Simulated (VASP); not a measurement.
# PbO (F-43m) in VASP: settings compared

The runs below take PbO through single point, with r2SCAN, PBE.

Everything below comes from runs of VASP 6.6.1. Logs are shortened: lines on timing, memory, paths and dates and some standing lists are left out, and cuts for length are marked.

**1. The cell of the first run**

Symmetry: F-43m, No. 216, cubic system. Conventional cell: a = 5.707 Å, b = 5.707 Å, c = 5.707 Å, α = 90.00°, β = 90.00°, γ = 90.00°. Pb (site symmetry -43m) has 4 O at 2.47 Å within 3.3 Å. O (site symmetry -43m) has 4 Pb at 2.47 Å within 3.3 Å.

**2. Single point, r2SCAN (volume changed by +6%)**

POSCAR reads:

```
PbO
1.0
    0.0000000000      2.8536687242      2.8536687242
    2.8536687242      0.0000000000      2.8536687242
    2.8536687242      2.8536687242      0.0000000000
Pb O
1 1
Direct
    0.0000000000      0.0000000000      0.0000000000
    0.2500000000      0.2500000000      0.2500000000
```

INCAR.step1 reads:

```
ALGO = Normal
EDIFF = 1E-4
ENCUT = 520
GGA = PE
ISMEAR = 0
LASPH = True
LCHARG = False
LREAL = False
LWAVE = True
NBANDS = 17
NELM = 100
PREC = Accurate
SIGMA = 0.01
```

INCAR.step2 reads:

```
ALGO = Normal
EDIFF = 1E-7
ENCUT = 520
ISIF = 2
ISMEAR = 0
ISTART = 1
LASPH = True
LCHARG = True
LELF = True
LMIXTAU = True
LREAL = False
LVHAR = True
LWAVE = False
METAGGA = R2SCAN
NBANDS = 17
NELM = 100
PREC = Accurate
SIGMA = 0.01
```

KPOINTS reads:

```
k-points
0
Gamma
  6 6 6
```

Potentials or basis: VASP PAW PBE potentials, release 64 (Pb_d, O).

The run is started by

```bash
cat potpaw_PBE.64/Pb_d/POTCAR potpaw_PBE.64/O/POTCAR > POTCAR
cp INCAR.step1 INCAR
mpirun -np 1 vasp_std > vasp.out
cp INCAR.step2 INCAR
mpirun -np 1 vasp_std > vasp.out
```

OUTCAR:

```text
EDIFF = 1E-7
   ENCUT = 520
   ISIF = 2
   ISMEAR = 0
   ISTART = 1
   LASPH = True
   LREAL = False
   METAGGA = R2SCAN
   NELM = 100
   PREC = Accurate

 ion  position               nearest neighbor table
   1  0.000  0.000  0.000-   2 2.47   2 2.47   2 2.47   2 2.47
   2  0.250  0.250  0.250-   1 2.47   1 2.47   1 2.47   1 2.47

  LATTYP: Found a face centered cubic cell.
 ALAT       =     5.7073374484

  Lattice vectors:

 A1 = (   0.0000000000,   2.8536687242,   2.8536687242)
 A2 = (   2.8536687242,   0.0000000000,   2.8536687242)
 A3 = (   2.8536687242,   2.8536687242,   0.0000000000)

Analysis of symmetry for initial positions (statically):
=====================================================================
 Subroutine PRICEL returns:
 Original cell was already a primitive cell.

 Routine SETGRP: Setting up the symmetry group for a
 face centered cubic supercell.

 Subroutine GETGRP returns: Found 24 space group operations
 (whereof 24 operations were pure point group operations)
 out of a pool of 48 trial point group operations.

The static configuration has the point symmetry T_d .

Analysis of symmetry for dynamics (positions and initial velocities):
=====================================================================
 Subroutine PRICEL returns:
 Original cell was already a primitive cell.

 Routine SETGRP: Setting up the symmetry group for a
 face centered cubic supercell.

 Subroutine GETGRP returns: Found 24 space group operations
 (whereof 24 operations were pure point group operations)
 out of a pool of 48 trial point group operations.

The dynamic configuration has the point symmetry T_d .

 Subroutine INISYM returns: Found 24 space group operations
 (whereof 24 operations are pure point group operations),
 and found     1 'primitive' translations

----------------------------------------------------------------------------------------

                                     Primitive cell

  volume of cell :      46.4773

  direct lattice vectors                    reciprocal lattice vectors
     0.000000000  2.853668724  2.853668724    -0.175213050  0.175213050  0.175213050
     2.853668724  0.000000000  2.853668724     0.175213050 -0.175213050  0.175213050
     2.853668724  2.853668724  0.000000000     0.175213050  0.175213050 -0.175213050

  length of vectors
     4.035697012  4.035697012  4.035697012     0.303477904  0.303477904  0.303477904
[... 69 lines left out ...]
   LASPH  =      T    aspherical Exc in radial PAW
   ENCUT  =  520.0 eV  38.22 Ry    6.18 a.u.   7.50  7.50  7.50*2*pi/ulx,y,z
   NELM   =    100;   NELMIN=  2; NELMDL=  0     # of ELM steps
   EDIFF  = 0.1E-06   stopping-criterion for ELM
   LREAL  =      F    real-space projection
   EDIFFG = 0.1E-05   stopping-criterion for IOM
   NSW    =      0    number of steps for IOM
   IBRION =     -1    ionic relax: 0-MD 1-quasi-New 2-CG
   NFREE  =      0    steps in history (QN), initial steepest desc. (CG)
   ISIF   =      2    stress and relaxation
   ISYM   =      2    0-nonsym 1-usesym 2-fastsym
   POTIM  = 0.5000    time-step for ionic-motion
   TEBEG  =    0.0;   TEEND  =   0.0 temperature during run
   PSTRESS=    0.0 pullay stress
   NELECT =      20.0000    total number of electrons
   NUPDOWN=      -1.0000    fix difference up-down
   EMIN   =  10.00;   EMAX   =-10.00  energy-range for DOS
   EFERMI =   0.00;   METHOD = LEGACY
   ISMEAR =     0;   SIGMA  =   0.01  broadening in eV -4-tet -1-fermi 0-gaus
   EFERMI_NEDOS =   21; number of points for ismear=-14 and -15
   IALGO  =     38    algorithm
   IMIX   =      4    mixing-type and parameters
     AMIX     =   0.40;   BMIX     =  1.00
     AMIX_MAG =   1.60;   BMIX_MAG =  1.00
  volume/ion in A,a.u.               =      23.24       156.82
  Fermi-wavevector in a.u.,A,eV,Ry     =   1.235961  2.335627 20.784239  1.527598
  Thomas-Fermi vector in A             =   2.370589
   LORBIT       =      0    0 simple, 1 ext, 2 COOP (PROOUT), +10 PAW based schemes
   METAGGA = R2SCAN    functional components
   LHFCALC =     F    Hartree Fock is set to
   AEXX    =    0.0000 exact exchange contribution
   IVDW    =     0    specifies the selected vdW correction
   LEPSILON=     F    determine dielectric tensor
   LRPA    =     F    only Hartree local field effects (RPA)
 non-spin polarized calculation
 Gauss-broadening in eV      SIGMA  =   0.01
  energy-cutoff  :      520.00
  volume of cell :       46.48
 maximum number of plane-waves:      1272
   NGX = 15   NGY = 15   NGZ = 15

 number of electron      20.0000009 magnetization

 Free energy of the ion-electron system (eV)
  ---------------------------------------------------
  ext. energy  EPLUGINS =         0.00000000
  ---------------------------------------------------
  free energy    TOTEN  =       -64.14151421 eV

  energy without entropy =      -64.14151421  energy(sigma->0) =      -64.14151421

 E-fermi :   3.8770     XC(G=0):  -9.6373

 val. band max:        3.8040127480   @ k =  -0.3333   0.5000   0.1667
 cond. band min:       4.6036180736   @ k =   0.5000   0.5000   0.0000
 fundamental gap:      0.7996053256
 Fermi energy:         3.8770416310

 k-point     1 :       0.0000    0.0000    0.0000
  band No.  band energies     occupation
      1     -14.4523      2.00000
      2     -13.0437      2.00000
      3     -13.0437      2.00000
      4     -13.0437      2.00000
      5     -12.9685      2.00000
      6     -12.9685      2.00000
[... 297 lines left out ...]
      4     -12.9473      2.00000
      5     -12.9313      2.00000
      6     -12.2983      2.00000
[... 9 lines left out ...]
     16      17.3020      0.00000
     17      19.2400      0.00000

------------------------ aborting loop because EDIFF is reached ----------------------------------------

  FORCE on cell =-STRESS in cart. coord.  units (eV):
  Direction    XX          YY          ZZ          XY          YZ          ZX
  --------------------------------------------------------------------------------------
  -------------------------------------------------------------------------------------
  Total       -0.9970638     -0.9970638     -0.9970638      0.0000000      0.0000000     -0.0000000
  in kB      -34.3710558    -34.3710558    -34.3710558      0.0000000      0.0000000     -0.0000000
  external PRESSURE =     -34.3710558 kB  Pullay stress =       0.0000000 kB

 VOLUME and BASIS-vectors are now :
 -----------------------------------------------------------------------------
  energy-cutoff  :      520.00
  volume of cell :       46.48
      direct lattice vectors                 reciprocal lattice vectors
     0.000000000  2.853668724  2.853668724    -0.175213050  0.175213050  0.175213050
     2.853668724  0.000000000  2.853668724     0.175213050 -0.175213050  0.175213050
     2.853668724  2.853668724  0.000000000     0.175213050  0.175213050 -0.175213050

 POSITION                                       TOTAL-FORCE (eV/Angst)
 -----------------------------------------------------------------------------------
      0.00000      0.00000      0.00000         0.000000     -0.000000     -0.000000
      1.42683      1.42683      1.42683        -0.000000      0.000000      0.000000
 -----------------------------------------------------------------------------------
    total drift:                               -0.000001     -0.000001     -0.000001

  FREE ENERGIE OF THE ION-ELECTRON SYSTEM (eV)
  ---------------------------------------------------
  free  energy   TOTEN  =       -64.1415142139 eV

  energy  without entropy=      -64.1415142139  energy(sigma->0) =      -64.14151421
```

OUTCAR.step1:

```text
EDIFF = 1E-4
   ENCUT = 520
   GGA = PE
   ISMEAR = 0
   LASPH = True
[... 529 lines left out ...]
 -----------------------------------------------------------------------------------
      0.00000      0.00000      0.00000        -0.000000     -0.000000     -0.000000
      1.42683      1.42683      1.42683         0.000000      0.000000      0.000000
 -----------------------------------------------------------------------------------
    total drift:                               -0.000000     -0.000000     -0.000000

  FREE ENERGIE OF THE ION-ELECTRON SYSTEM (eV)
  ---------------------------------------------------
  free  energy   TOTEN  =       -10.3511864400 eV

  energy  without entropy=      -10.3511864400  energy(sigma->0) =      -10.35118644
```

Wall time 47 s (1 thread of Intel Xeon Platinum 8488C (Sapphire Rapids), shared host); peak memory 0.17 GiB.

Results:

* Free energy: -64.1415 eV
* Pressure: -3.4 GPa
* Band gap on the k mesh: 0.80 eV, indirect (least direct gap 0.94 eV)

Caveat: the cell differs from its parent crystal (volume changed by +6%); the PAW data sets were made with another functional, which shifts forces and pressure a little; spin-orbit coupling is left out, which moves the levels of the heavy elements. A k mesh can miss the band edges.

**3. Single point, PBE**

This run uses another cell than the first one, of 21.92 Å³/atom, 0.943 times its volume.

INCAR reads:

```
ALGO = Normal
EDIFF = 1E-7
ENCUT = 520
GGA = PE
ISIF = 2
ISMEAR = 0
LASPH = T
LCHARG = T
LELF = T
LREAL = F
LVHAR = T
LWAVE = F
NBANDS = 17
NELM = 100
PREC = Accurate
SIGMA = 0.01
```

KPOINTS reads:

```
k-points
0
Gamma
  8 8 8
```

POSCAR reads:

```
PbO
1.0
    0.0000000000      2.7987768116      2.7987768116
    2.7987768116      0.0000000000      2.7987768116
    2.7987768116      2.7987768116      0.0000000000
Pb O
1 1
Direct
    0.0000000000      0.0000000000      0.0000000000
    0.2500000000      0.2500000000      0.2500000000
```

Potentials or basis: VASP PAW PBE potentials, release 64 (Pb_d, O).

The run is started by

```bash
cat potpaw_PBE.64/Pb_d/POTCAR potpaw_PBE.64/O/POTCAR > POTCAR
mpirun -np 1 vasp_std > vasp.out
```

Run time: 20 s. Hardware: 1 thread of Intel Xeon Platinum 8488C (Sapphire Rapids), shared host; peak memory 0.17 GiB.

The run converged. Its results:

```yaml
Free_energy: -10.3426 eV
Pressure: 2.4 GPa
Band_gap_on_the_k_mesh: 0.43 eV, indirect (least direct gap 0.61 eV)
```

Levels at points of the mesh, in eV from the valence-band top:
| k point | band 7 | band 8 | band 9 | band 10 | band 11 | band 12 | band 13 | band 14 |
| --- | --- | --- | --- | --- | --- | --- | --- | --- |
| (0.00, 0.00, 0.00) | -6.85 | -2.28 | -2.28 | -2.28 | 5.27 | 5.27 | 5.27 | 8.16 |
| (0.50, 0.00, 0.00) | -7.88 | -2.75 | -2.75 | -2.22 | 2.42 | 5.47 | 5.47 | 8.75 |
| (0.50, 0.50, 0.00) | -7.87 | -3.53 | -3.53 | -0.18 | 0.43 | 5.87 | 5.87 | 6.38 |

Caveat: spin-orbit coupling is left out, which moves the levels of the heavy elements. A k mesh can miss the band edges.

**4. Single point, r2SCAN**

This run uses another cell than the first one, of 21.92 Å³/atom, 0.943 times its volume.

POSCAR is that of step 3.

INCAR.step1 reads:

```
SYSTEM = PbO
PREC = Accurate
ENCUT = 520
ISMEAR = 0
SIGMA = 0.01
LREAL = .False.
LASPH = .True.
NELM = 100
NBANDS = 17
GGA = PE
ALGO = Normal
EDIFF = 1E-4
LWAVE = .True.
LCHARG = .False.
```

INCAR.step2 reads:

```
SYSTEM = PbO
PREC = Accurate
ENCUT = 520
EDIFF = 1E-7
ISMEAR = 0
SIGMA = 0.01
LREAL = .False.
LASPH = .True.
NELM = 100
ALGO = Normal
ISIF = 2
LWAVE = .False.
LCHARG = .False.
METAGGA = R2SCAN
LMIXTAU = .True.
NBANDS = 17
ISTART = 1
```

KPOINTS reads:

```
Automatic mesh
0
Gamma
  8 8 8
  0 0 0
```

Potentials or basis: VASP PAW PBE potentials, release 64 (Pb_d, O).

The run is started by

```bash
cat potpaw_PBE.64/Pb_d/POTCAR potpaw_PBE.64/O/POTCAR > POTCAR
cp INCAR.step1 INCAR
mpirun -np 1 vasp_std > vasp.out
cp INCAR.step2 INCAR
mpirun -np 1 vasp_std > vasp.out
```

OUTCAR:

```text
SYSTEM = PbO
   PREC = Accurate
   ENCUT = 520
   EDIFF = 1E-7
   ISMEAR = 0
   LREAL = .False.
   LASPH = .True.
   NELM = 100
   ISIF = 2
   METAGGA = R2SCAN
   ISTART = 1

 ion  position               nearest neighbor table
   1  0.000  0.000  0.000-   2 2.42   2 2.42   2 2.42   2 2.42
   2  0.250  0.250  0.250-   1 2.42   1 2.42   1 2.42   1 2.42

  LATTYP: Found a face centered cubic cell.
 ALAT       =     5.5975536232

  Lattice vectors:

[... 666 lines left out ...]
 [... further k-points ...]

------------------------ aborting loop because EDIFF is reached ----------------------------------------

  FORCE on cell =-STRESS in cart. coord.  units (eV):
  Direction    XX          YY          ZZ          XY          YZ          ZX
  --------------------------------------------------------------------------------------
  -------------------------------------------------------------------------------------
  Total        0.0779231      0.0779231      0.0779231     -0.0000000      0.0000000     -0.0000000
  in kB        2.8473568      2.8473568      2.8473568     -0.0000000      0.0000000     -0.0000000
  external PRESSURE =       2.8473568 kB  Pullay stress =       0.0000000 kB

 VOLUME and BASIS-vectors are now :
 -----------------------------------------------------------------------------
  energy-cutoff  :      520.00
  volume of cell :       43.85
      direct lattice vectors                 reciprocal lattice vectors
     0.000000000  2.798776812  2.798776812    -0.178649472  0.178649472  0.178649472
     2.798776812  0.000000000  2.798776812     0.178649472 -0.178649472  0.178649472
     2.798776812  2.798776812  0.000000000     0.178649472  0.178649472 -0.178649472

 POSITION                                       TOTAL-FORCE (eV/Angst)
 -----------------------------------------------------------------------------------
      0.00000      0.00000      0.00000         0.000000     -0.000000      0.000000
      1.39939      1.39939      1.39939        -0.000000      0.000000     -0.000000
 -----------------------------------------------------------------------------------
    total drift:                               -0.000000     -0.000000     -0.000000

  FREE ENERGIE OF THE ION-ELECTRON SYSTEM (eV)
  ---------------------------------------------------
  free  energy   TOTEN  =       -64.1666772838 eV

  energy  without entropy=      -64.1666772838  energy(sigma->0) =      -64.16667728
```

OSZICAR.step1:

```text
N       E                     dE             d eps       ncg     rms          rms(c)
DAV:   1     0.177929836641E+03    0.17793E+03   -0.10309E+04   994   0.133E+03
DAV:   2     0.284565641430E+01   -0.17508E+03   -0.16575E+03  1043   0.340E+02
DAV:   3    -0.125394908169E+02   -0.15385E+02   -0.15290E+02  1244   0.109E+02
DAV:   4    -0.128770109273E+02   -0.33752E+00   -0.33718E+00  1217   0.177E+01
DAV:   5    -0.128873558168E+02   -0.10345E-01   -0.10344E-01  1349   0.305E+00    0.910E+00
DAV:   6    -0.106547074808E+02    0.22326E+01   -0.16696E+01  1496   0.303E+01    0.525E+00
DAV:   7    -0.103670422122E+02    0.28767E+00   -0.24068E+00  1264   0.123E+01    0.158E+00
DAV:   8    -0.104564686921E+02   -0.89426E-01   -0.79559E-01  1035   0.827E+00    0.221E+00
DAV:   9    -0.103422152050E+02    0.11425E+00   -0.18840E-01  1079   0.461E+00    0.351E-01
DAV:  10    -0.103424587124E+02   -0.24351E-03   -0.96954E-03  1145   0.735E-01    0.884E-02
DAV:  11    -0.103426085530E+02   -0.14984E-03   -0.42846E-04  1112   0.174E-01    0.435E-02
DAV:  12    -0.103426004557E+02    0.80973E-05   -0.24945E-04   981   0.122E-01
   1 F= -.10342600E+02 E0= -.10342600E+02  d E =-.643236E-76
```

Run time: 66 s. Hardware: 1 thread of Intel Xeon Platinum 8488C (Sapphire Rapids), shared host; peak memory 0.18 GiB.

What came out:

```yaml
Free_energy: -64.1667 eV
Pressure: 0.3 GPa
Band_gap_on_the_k_mesh: 0.61 eV, indirect (least direct gap 0.79 eV)
```

Caveat: the PAW data sets were made with another functional, which shifts forces and pressure a little; spin-orbit coupling is left out, which moves the levels of the heavy elements. r2SCAN opens gaps a little over a GGA but as a rule still falls short of measured ones.

**5. Summary**

```csv
level,cell,k mesh,gap on the mesh (eV),pressure (GPa)
r2SCAN,"a = 4.036 Å, angles 60.0°, 2 atoms",6 × 6 × 6,0.80,-3.4
PBE,"a = 3.958 Å, angles 60.0°, 2 atoms",8 × 8 × 8,0.43,2.4
r2SCAN,"a = 3.958 Å, angles 60.0°, 2 atoms",8 × 8 × 8,0.61,0.3
```

Alike in all rows: task single point; potentials or basis VASP PAW PBE potentials, release 64 (Pb_d, O); no spin polarisation; cutoff (eV) 520; smearing gaussian 0.01 eV.

Caveats: spin-orbit coupling is left out, which moves the levels of the heavy elements; the PAW data sets were made with another functional, which shifts forces and pressure a little (some runs).

Absolute energies hang on the potentials; compare differences alone.
